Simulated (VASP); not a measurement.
# Li (Fm-3m) in VASP: further runs

Runs on Li. Level: PBEsol. Tasks: electric field gradients.

All numbers are computed with VASP 6.6.1; they aren't measurements. Logs are shortened: lines on timing, memory, paths and dates and some standing lists are left out, and cuts for length are marked.

### 1 The cell of the first run

It takes space group Fm-3m (No. 225, cubic). Conventional cell: a = 4.419 Å, b = 4.419 Å, c = 4.419 Å, α = 90.00°, β = 90.00°, γ = 90.00°. Li (site symmetry m-3m) has 12 Li at 3.12 Å within 4.1 Å.

This isn't the form of Li at room conditions, which is bcc.

### 2 Electric field gradients, PBEsol (21.57 Å³/atom)

Contents of INCAR:

```
SYSTEM = Li
PREC = Accurate ; ENCUT = 650
EDIFF = 1E-8 ; ISMEAR = -1
SIGMA = 0.08 ; LREAL = .False.
LASPH = .True. ; NELM = 120
ALGO = Normal ; ISIF = 2
LWAVE = .False. ; LCHARG = .False.
GGA = PS ; LEFG = .True.
NBANDS = 8 ; GGA_COMPAT = .False.
```

Contents of KPOINTS:

```
regular mesh
0
Gamma
  13 13 13
  0 0 0
```

Contents of POSCAR:

```
Li
1.0
    0.0000000000      2.2093156684      2.2093156684
    2.2093156684      0.0000000000      2.2093156684
    2.2093156684      2.2093156684      0.0000000000
Li
1
Direct
    0.0000000000      0.0000000000      0.0000000000
```

Potentials or basis: VASP PAW PBE potentials, release 64 (Li_sv).

Run with:

```
cat potpaw_PBE.64/Li_sv/POTCAR > POTCAR
mpirun -np 1 vasp_std > vasp.out
```

OUTCAR:

```text
SYSTEM = Li
   PREC = Accurate
   ENCUT = 650
   EDIFF = 1E-8
   ISMEAR = -1
   LREAL = .False.
   LASPH = .True.
   NELM = 120
   ISIF = 2
   GGA = PS

 ion  position               nearest neighbor table
   1  0.000  0.000  0.000-

  LATTYP: Found a face centered cubic cell.
 ALAT       =     4.4186313368

  Lattice vectors:

 A1 = (   0.0000000000,   2.2093156684,   2.2093156684)
 A2 = (   2.2093156684,   0.0000000000,   2.2093156684)
 A3 = (   2.2093156684,   2.2093156684,   0.0000000000)

Analysis of symmetry for initial positions (statically):
=====================================================================
 Subroutine PRICEL returns:
 Original cell was already a primitive cell.

 Routine SETGRP: Setting up the symmetry group for a
 face centered cubic supercell.

 Subroutine GETGRP returns: Found 48 space group operations
 (whereof 48 operations were pure point group operations)
 out of a pool of 48 trial point group operations.

The static configuration has the point symmetry O_h .

Analysis of symmetry for dynamics (positions and initial velocities):
=====================================================================
 Subroutine PRICEL returns:
 Original cell was already a primitive cell.

 Routine SETGRP: Setting up the symmetry group for a
 face centered cubic supercell.

 Subroutine GETGRP returns: Found 48 space group operations
 (whereof 48 operations were pure point group operations)
 out of a pool of 48 trial point group operations.

The dynamic configuration has the point symmetry O_h .

 Subroutine INISYM returns: Found 48 space group operations
 (whereof 48 operations are pure point group operations),
 and found     1 'primitive' translations

----------------------------------------------------------------------------------------

                                     Primitive cell

  volume of cell :      21.5677

  direct lattice vectors                    reciprocal lattice vectors
     0.000000000  2.209315668  2.209315668    -0.226314423  0.226314423  0.226314423
     2.209315668  0.000000000  2.209315668     0.226314423 -0.226314423  0.226314423
     2.209315668  2.209315668  0.000000000     0.226314423  0.226314423 -0.226314423

  length of vectors
     3.124444182  3.124444182  3.124444182     0.391988079  0.391988079  0.391988079

  position of ions in fractional coordinates (direct lattice)
     0.000000000  0.000000000  0.000000000

  ion indices of the primitive-cell ions
   primitive index   ion index
                 1           1

----------------------------------------------------------------------------------------

 KPOINTS: regular mesh

Automatic generation of k-mesh.
 Grid dimensions read from file:
 generate k-points for:   13   13   13

 Generating k-lattice:

  Cartesian coordinates                     Fractional coordinates (reciprocal lattice)
    -0.017408802  0.017408802  0.017408802     0.076923077  0.000000000  0.000000000
     0.017408802 -0.017408802  0.017408802     0.000000000  0.076923077  0.000000000
     0.017408802  0.017408802 -0.017408802     0.000000000  0.000000000  0.076923077

  Length of vectors
     0.030152929  0.030152929  0.030152929

  Shift w.r.t. Gamma in fractional coordinates (k-lattice)
     0.000000000  0.000000000  0.000000000

 Subroutine IBZKPT returns following result:
 ===========================================

 Found     84 irreducible k-points:

 Following reciprocal coordinates:
            Coordinates               Weight
  0.000000  0.000000  0.000000      1.000000
  0.076923  0.000000  0.000000      8.000000
  0.153846  0.000000  0.000000      8.000000
  0.230769  0.000000  0.000000      8.000000
  0.307692  0.000000  0.000000      8.000000
  0.384615  0.000000  0.000000      8.000000
[... 16 lines left out ...]
  0.384615  0.153846  0.000000     24.000000
  0.461538  0.153846  0.000000     24.000000
 [... further k-points ...]
   k-points           NKPTS =     84   k-points in BZ     NKDIM =     84   number of bands    NBANDS=      8
   number of dos      NEDOS =    301   number of ions     NIONS =      1
   total plane-waves  NPLWV =  21952
   dimension x,y,z NGX =    28 NGY =   28 NGZ =   28
   dimension x,y,z NGXF=    56 NGYF=   56 NGZF=   56
   ions per type =               1
   NGX,Y,Z   is equivalent  to a cutoff of  14.90, 14.90, 14.90 a.u.
   NGXF,Y,Z  is equivalent  to a cutoff of  29.80, 29.80, 29.80 a.u.
 SYSTEM =  Li
   PREC   = accura    normal or accurate (medium, high low for compatibility)
   ISTART =      0    job   : 0-new  1-cont  2-samecut
   ICHARG =      2    charge: 1-file 2-atom 10-const
   ISPIN  =      1    spin polarized calculation?
   LNONCOLLINEAR =      F non collinear calculations
   LSORBIT =      F    spin-orbit coupling
   LASPH  =      T    aspherical Exc in radial PAW
   ENCUT  =  650.0 eV  47.77 Ry    6.91 a.u.   6.50  6.50  6.50*2*pi/ulx,y,z
   NELM   =    120;   NELMIN=  2; NELMDL= -5     # of ELM steps
   EDIFF  = 0.1E-07   stopping-criterion for ELM
   LREAL  =      F    real-space projection
   EDIFFG = 0.1E-06   stopping-criterion for IOM
   NSW    =      0    number of steps for IOM
   IBRION =     -1    ionic relax: 0-MD 1-quasi-New 2-CG
   NFREE  =      0    steps in history (QN), initial steepest desc. (CG)
   ISIF   =      2    stress and relaxation
   ISYM   =      2    0-nonsym 1-usesym 2-fastsym
   POTIM  = 0.5000    time-step for ionic-motion
   TEBEG  =    0.0;   TEEND  =   0.0 temperature during run
   PSTRESS=    0.0 pullay stress
   NELECT =       3.0000    total number of electrons
   NUPDOWN=      -1.0000    fix difference up-down
   EMIN   =  10.00;   EMAX   =-10.00  energy-range for DOS
   EFERMI =   0.00;   METHOD = LEGACY
   ISMEAR =    -1;   SIGMA  =   0.08  broadening in eV -4-tet -1-fermi 0-gaus
   EFERMI_NEDOS =   21; number of points for ismear=-14 and -15
   IALGO  =     38    algorithm
   IMIX   =      4    mixing-type and parameters
     AMIX     =   0.40;   BMIX     =  1.00
     AMIX_MAG =   1.60;   BMIX_MAG =  1.00
  volume/ion in A,a.u.               =      21.57       145.55
  Fermi-wavevector in a.u.,A,eV,Ry     =   0.848231  1.602924  9.789335  0.719496
  Thomas-Fermi vector in A             =   1.963862
   LORBIT       =      0    0 simple, 1 ext, 2 COOP (PROOUT), +10 PAW based schemes
   GGA     = PS    functional components
   LHFCALC =     F    Hartree Fock is set to
   AEXX    =    0.0000 exact exchange contribution
   IVDW    =     0    specifies the selected vdW correction
   LEPSILON=     F    determine dielectric tensor
   LRPA    =     F    only Hartree local field effects (RPA)
 non-spin polarized calculation
  energy-cutoff  :      650.00
  volume of cell :       21.57
 maximum number of plane-waves:       869
 NGX is ok and might be reduce to    28
   NGX = 13   NGY = 13   NGZ = 13

 number of electron       2.9999999 magnetization

 Free energy of the ion-electron system (eV)
  ---------------------------------------------------
  ext. energy  EPLUGINS =         0.00000000
  ---------------------------------------------------
  free energy    TOTEN  =        -1.96807834 eV

  energy without entropy =       -1.95554434  energy(sigma->0) =       -1.96181134

 E-fermi :   0.4787     XC(G=0):  -6.8684

 val. band max:        0.4467214434   @ k =  -0.2308   0.3077   0.0769
 cond. band min:       0.5106962361   @ k =  -0.3846   0.1538   0.0000
 fundamental gap:      0.0639747927
 Fermi energy:         0.4787488161

 k-point     1 :       0.0000    0.0000    0.0000
  band No.  band energies     occupation
      1     -45.5558      2.00000
      2      -3.0211      2.00000
      3      14.2224      0.00000
      4      14.2224      0.00000
      5      14.2224      0.00000
      6      17.9667      0.00000
      7      17.9667      0.00000
      8      17.9667      0.00000

 k-point     2 :       0.0769    0.0000    0.0000
  band No.  band energies     occupation
      1     -45.5547      2.00000
      2      -2.9163      2.00000
      3      13.1384      0.00000
      4      13.9973      0.00000
      5      13.9973      0.00000
      6      17.2459      0.00000
      7      18.3665      0.00000
      8      18.3665      0.00000

 k-point     3 :       0.1538    0.0000    0.0000
  band No.  band energies     occupation
      1     -45.5523      2.00000
      2      -2.6057      2.00000
      3      10.9394      0.00000
      4      13.5429      0.00000
      5      13.5429      0.00000
      6      17.2995      0.00000
      7      19.0685      0.00000
      8      19.0685      0.00000

 k-point     4 :       0.2308    0.0000    0.0000
  band No.  band energies     occupation
      1     -45.5490      2.00000
      2      -2.0902      2.00000
      3       8.6487      0.00000
      4      13.1179      0.00000
      5      13.1179      0.00000
      6      17.6201      0.00000
      7      18.6558      0.00000
      8      18.6558      0.00000

 k-point     5 :       0.3077    0.0000    0.0000
  band No.  band energies     occupation
      1     -45.5455      2.00000
      2      -1.3789      2.00000
      3       6.5365      0.00000
      4      12.8168      0.00000
      5      12.8168      0.00000
      6      17.5987      0.00000
      7      17.6624      0.00000
      8      17.6624      0.00000

 k-point     6 :       0.3846    0.0000    0.0000
  band No.  band energies     occupation
      1     -45.5425      2.00000
      2      -0.5118      1.99999
      3       4.7143      0.00000
      4      12.6479      0.00000
      5      12.6479      0.00000
      6      16.8696      0.00000
      7      16.8696      0.00000
      8      17.2528      0.00000

 k-point     7 :       0.4615    0.0000    0.0000
  band No.  band energies     occupation
      1     -45.5408      2.00000
      2       0.3081      1.78808
      3       3.4123      0.00000
      4      12.5807      0.00000
      5      12.5807      0.00000
      6      16.4417      0.00000
      7      16.4417      0.00000
      8      17.0187      0.00000
[... 133 lines left out ...]
 k-point    20 :       0.1538    0.1538    0.0000
  band No.  band energies     occupation
      1     -45.5512      2.00000
      2      -2.4653      2.00000
      3      11.9180      0.00000
      4      11.9180      0.00000
      5      14.0907      0.00000
      6      14.3610      0.00000
      7      16.7833      0.00000
      8      21.2144      0.00000

 k-point    21 :       0.2308    0.1538    0.0000
  band No.  band energies     occupation
      1     -45.5488      2.00000
      2      -2.0837      2.00000
      3      10.2929      0.00000
      4      11.3172      0.00000
      5      13.6877      0.00000
      6      14.3705      0.00000
      7      15.7622      0.00000
      8      21.9181      0.00000

 k-point    22 :       0.3077    0.1538    0.0000
  band No.  band energies     occupation
      1     -45.5456      2.00000
      2      -1.4961      2.00000
      3       8.1483      0.00000
      4      10.9377      0.00000
      5      12.7863      0.00000
      6      14.2425      0.00000
      7      16.5347      0.00000
      8      21.2902      0.00000

 k-point    23 :       0.3846    0.1538    0.0000
  band No.  band energies     occupation
      1     -45.5425      2.00000
      2      -0.7142      2.00000
      3       6.1364      0.00000
      4      10.7944      0.00000
      5      11.7776      0.00000
      6      14.1271      0.00000
      7      18.0023      0.00000
      8      20.2531      0.00000

 k-point    24 :       0.4615    0.1538    0.0000
  band No.  band energies     occupation
      1     -45.5403      2.00000
      2       0.2050      1.93679
      3       4.4210      0.00000
      4      10.8899      0.00000
      5      10.9328      0.00000
      6      14.1718      0.00000
      7      19.3434      0.00000
      8      19.5862      0.00000

 [... further k-points ...]
[... 5 lines left out ...]
  --------------------------------------------------------------------------------------
  -------------------------------------------------------------------------------------
  Total       -0.1284711     -0.1284711     -0.1284711     -0.0000000      0.0000000      0.0000000
  in kB       -9.5436122     -9.5436122     -9.5436122     -0.0000000      0.0000000      0.0000000
  external PRESSURE =      -9.5436122 kB  Pullay stress =       0.0000000 kB

 VOLUME and BASIS-vectors are now :
 -----------------------------------------------------------------------------
  energy-cutoff  :      650.00
  volume of cell :       21.57
      direct lattice vectors                 reciprocal lattice vectors
     0.000000000  2.209315668  2.209315668    -0.226314423  0.226314423  0.226314423
     2.209315668  0.000000000  2.209315668     0.226314423 -0.226314423  0.226314423
     2.209315668  2.209315668  0.000000000     0.226314423  0.226314423 -0.226314423

 POSITION                                       TOTAL-FORCE (eV/Angst)
 -----------------------------------------------------------------------------------
      0.00000      0.00000      0.00000        -0.000000     -0.000000      0.000000
 -----------------------------------------------------------------------------------
    total drift:                               -0.000000     -0.000000     -0.000000

  FREE ENERGIE OF THE ION-ELECTRON SYSTEM (eV)
  ---------------------------------------------------
  free  energy   TOTEN  =        -1.9680783368 eV

  energy  without entropy=       -1.9555443423  energy(sigma->0) =       -1.96181134

 Electric field gradients (V/A^2)
---------------------------------------------------------------------
 ion       V_xx      V_yy      V_zz      V_xy      V_xz      V_yz
---------------------------------------------------------------------
   1      -0.000    -0.000     0.000     0.002     0.002     0.002
---------------------------------------------------------------------

 Electric field gradients after diagonalization (V/A^2)
 (convention: |V_zz| > |V_xx| > |V_yy|)
----------------------------------------------------------------------
 ion       V_xx      V_yy      V_zz     asymmetry (V_yy - V_xx)/ V_zz
----------------------------------------------------------------------
   1      -0.002    -0.002     0.004       0.000
----------------------------------------------------------------------

           NMR quadrupolar parameters

 Cq : quadrupolar parameter    Cq=e*Q*V_zz/h
 eta: asymmetry parameters     (V_yy - V_xx)/ V_zz
 Q  : nuclear electric quadrupole moment in mb (millibarn)
----------------------------------------------------------------------
 ion       Cq(MHz)       eta       Q (mb)
----------------------------------------------------------------------
   1       0.000       0.000       1.000
----------------------------------------------------------------------
```

Run time: 8.3 s. Hardware: 1 thread of AMD EPYC 9R45 (Zen 5), shared host; peak memory 0.12 GiB.

What came out:

```
Free energy                             : -1.9681 eV
Pressure                                : -1.0 GPa
Band gap on the k mesh                  : zero (an odd number of electrons rules out a gap without spin polarisation)
Largest electric field gradient by atom : under 0.05 V/Å² on every atom
```

Caveat: the PAW data sets were made with another functional, which shifts forces and pressure a little.

(Part 1 of 3 ends here.)

The gap in the log of VASP goes by the Fermi energy; the results here count the filled bands.